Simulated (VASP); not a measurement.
Set up this calculation in VASP 6.6.1, as the native input.

```
Task                   : single point
Functional             : PBE
Potentials or basis    : VASP PAW PBE potentials, release 64 (Te)
Cutoff                 : 520 eV
k mesh                 : 15 × 15 × 13
Occupations            : fermi-dirac, width 0.1 eV
Spin                   : no spin polarisation
Dipole correction      : no
Further INCAR settings : ALGO = Normal; EDIFF = 1e-06; NBANDS = 9
```

The structure of Te lies in POSCAR:

```
Te
1.0
    2.4837224252      0.0000000000      0.0000000000
   -1.2418612126      2.1509667162      0.0000000000
    0.0000000000      0.0000000000      2.3301428816
Te
1
Direct
    0.0000000000      0.0000000000      0.0000000000
```

This isn't the form of Te at room conditions, which is trigonal, of chains.

One way to write it, as run:

INCAR

```
PREC = Accurate ; ENCUT = 520
EDIFF = 1E-6 ; ISMEAR = -1
SIGMA = 0.1 ; LREAL = False
LASPH = True ; NELM = 60
ALGO = Normal ; ISIF = 2
LWAVE = False ; LCHARG = False
GGA = PE ; NBANDS = 9
```

KPOINTS

```
regular mesh
0
Gamma
  15 15 13
```

Potentials or basis: VASP PAW PBE potentials, release 64 (Te).

Launch:

```bash
$ cat potpaw_PBE.64/Te/POTCAR > POTCAR
$ mpirun -np 1 vasp_std > vasp.out
```

It gave:

```yaml
Pressure: 361.1 GPa
Band_gap_on_the_k_mesh: zero (bands 3 and 4 overlap by 14.81 eV)
```

Caveat: the cell stands under pressure; spin-orbit coupling is left out, which moves the levels of the heavy elements.

Run time: 16 s on 1 thread of Intel Xeon 6455B, on a shared host, peak memory 0.14 GiB.
